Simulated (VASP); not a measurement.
Set up this calculation in VASP 6.6.1, as the native input.

| Quantity | Value |
| --- | --- |
| Task | single point |
| Functional | LDA |
| Potentials or basis | VASP PAW LDA potentials, release 64 (Y_sv, In_d) |
| Cutoff | 520 eV |
| k mesh | 12 × 12 × 12 |
| Occupations | gaussian, width 0.1 eV |
| Spin | no spin polarisation |
| Dipole correction | no |
| Further INCAR settings | ALGO = Normal; EDIFF = 1e-06; NBANDS = 19 |

The structure of YIn lies in POSCAR:

```
YIn
1.0
    3.6629962940      0.0000000000      0.0000000000
    0.0000000000      3.6629962940      0.0000000000
    0.0000000000      0.0000000000      3.6629962940
Y In
1 1
Direct
    0.5000000000      0.5000000000      0.5000000000
    0.0000000000      0.0000000000      0.0000000000
```

The input as run:

INCAR

```
ALGO = Normal ; EDIFF = 1E-6
ENCUT = 520 ; GGA = CA
ISIF = 2 ; ISMEAR = 0
LASPH = True ; LCHARG = False
LREAL = False ; LWAVE = False
NBANDS = 19 ; NELM = 100
PREC = Accurate ; SIGMA = 0.1
```

KPOINTS

```
k-points
0
Gamma
  12 12 12
```

Potentials or basis: VASP PAW LDA potentials, release 64 (Y_sv, In_d).

Command:

```bash
$ cat potpaw_LDA.64/Y_sv/POTCAR potpaw_LDA.64/In_d/POTCAR > POTCAR
$ mpirun -np 1 vasp_std > vasp.out
```

Results of the run:

```json
{"Pressure": "0.0 GPa", "Band gap on the k mesh": "zero (band 12 reaches 6.60 eV, above the bottom of band 13 at 3.92 eV)"}
```

Caveat: spin-orbit coupling is left out, which moves the levels of the heavy elements.

It used 84 s of CPU time on 1 thread of AMD EPYC 7R13 Processor (Zen 3) (shared host).
